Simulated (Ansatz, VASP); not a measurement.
# Two plane-wave programs on AlAs

INCAR

```
SYSTEM = AlAs
ALGO = Normal
EDIFF = 1E-7
EDIFFG = -0.01
ENCUT = 500
GGA = PE
GGA_COMPAT = .FALSE.
IBRION = 2
ISIF = 3
ISMEAR = 0
LASPH = .TRUE.
LCHARG = .FALSE.
LREAL = .FALSE.
LWAVE = .FALSE.
NELM = 120
NELMIN = 4
NSW = 100
PREC = Accurate
SIGMA = 0.02
```

KPOINTS

```
k-points
0
G
  8 8 8
  0 0 0
```

The input POSCAR:

```
AlAs
1.0
    0.0000000000      2.8379008800      2.8379008800
    2.8379008800      0.0000000000      2.8379008800
    2.8379008800      2.8379008800      0.0000000000
Al As
1 1
Direct
    0.0000000000      0.0000000000      0.0000000000
    0.7500000000      0.7500000000      0.7500000000
```

Input for Ansatz:

```yaml
crystal:
  lattice:
    - [0.0, 2.83790088, 2.83790088]
    - [2.83790088, 0.0, 2.83790088]
    - [2.83790088, 2.83790088, 0.0]
  atoms:
    - { symbol: Al, position: [0.0, 0.0, 0.0] }
    - { symbol: As, position: [0.75, 0.75, 0.75] }
basis:
  ecutwfc: 420
kpoints:
  mp_grid: { grid: [8, 8, 8] }
hamiltonian:
  xc: pbe
scf:
  occupations: { method: gaussian, width: 0.02 }
output:
  forces: true
  stress: true
  eigenvalues: true
relax:
  adjacent_minimum: "off"
  f_tol: 0.01
  max_steps: 80
  cell: { stress_tol: 0.05 }
```

Alike in both runs: task relaxation of cell and atoms; functional PBE; k mesh 8 × 8 × 8; occupations gaussian, width 0.02 eV; no spin polarisation.

|  | VASP | Ansatz |
| --- | --- | --- |
| version | VASP 6.6.1 | Ansatz 0.2.0 |
| potentials or method | VASP PAW PBE potentials, release 64 (Al, As), cutoff 500 eV | scalar-relativistic, plane waves, PAW |
| valence electrons in the cell | 8 | 18 |

```tsv
	VASP	Ansatz	Ansatz less VASP
gap on the k mesh at the Fermi level, each at its own relaxed structure (eV)	1.50	1.50	+0.005
relaxed volume (Å³/atom)	23.55	23.49	-0.058
relaxed cell length with the largest relative difference (Å)	4.054	4.050	-0.0033
```

VASP's potentials hold 8 valence electrons a cell and Ansatz's 18, so a difference there can come from the potentials and not from the codes.
